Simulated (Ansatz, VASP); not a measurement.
One calculation of ReRhO, two programs

Contents of INCAR:

```
SYSTEM = ReRhO
ALGO = Normal
EDIFF = 1E-6
ENCUT = 520
GGA = RP
ISIF = 2
ISMEAR = 0
LASPH = .True.
LCHARG = .False.
LREAL = .False.
LWAVE = .False.
NBANDS = 21
NELM = 100
PREC = Accurate
SIGMA = 0.1
```

File KPOINTS:

```
k-points
0
Gamma
  14 14 12
  0 0 0
```

POSCAR

```
ReRhO
1.0
    3.5757245841      0.0000000000      0.0000000000
    0.0000000000      3.5757245841      0.0000000000
    0.0000000000      0.0000000000      3.7499210336
Re Rh O
1 1 1
Direct
    0.5000000000      0.5000000000      0.0000000000
    0.0000000000      0.0000000000      0.0000000000
    0.5000000000      0.5000000000      0.5000000000
```

Input for Ansatz:

```yaml
crystal:
  lattice:
    - [3.5757245841, 0.0, 0.0]
    - [0.0, 3.5757245841, 0.0]
    - [0.0, 0.0, 3.7499210336]
  atoms:
    - { symbol: Re, position: [0.5, 0.5, 0.0] }
    - { symbol: Rh, position: [0.0, 0.0, 0.0] }
    - { symbol: O, position: [0.5, 0.5, 0.5] }
kpoints:
  mp_grid: { grid: [14, 14, 12] }
hamiltonian:
  xc: rpbe
scf:
  occupations: { method: gaussian, width: 0.1 }
  lower_state_search: "off"
output:
  forces: true
  eigenvalues: true
  stress: true
```

Alike in both runs: task single point; functional RPBE; k mesh 14 × 14 × 12; occupations gaussian, width 0.1 eV; no spin polarisation.

|  | VASP | Ansatz |
| --- | --- | --- |
| version | VASP 6.6.1 | Ansatz 0.2.0 |
| potentials or method | VASP PAW PBE potentials, release 64 (Re, Rh_pv, O) | scalar-relativistic, plane waves, PAW |
| plane-wave cutoff (eV) | 520 | 420 |
| valence electrons in the cell | 28 | 38 |

```tsv
	VASP	Ansatz	Ansatz less VASP
gap on the k mesh at the Fermi level (eV)	none	none	-
pressure (GPa)	5.1	3.5	-1.55
traceless stress, the component that is largest in VASP (GPa)	3.59	0.66	-2.924
```

VASP's potentials were made for PBE, not for RPBE. A gap of «none» marks a metal or a gap that the smearing closes. VASP's potentials hold 28 valence electrons a cell and Ansatz's 38, so a difference there can come from the potentials and not from the codes.

Neither program's run includes spin-orbit coupling.
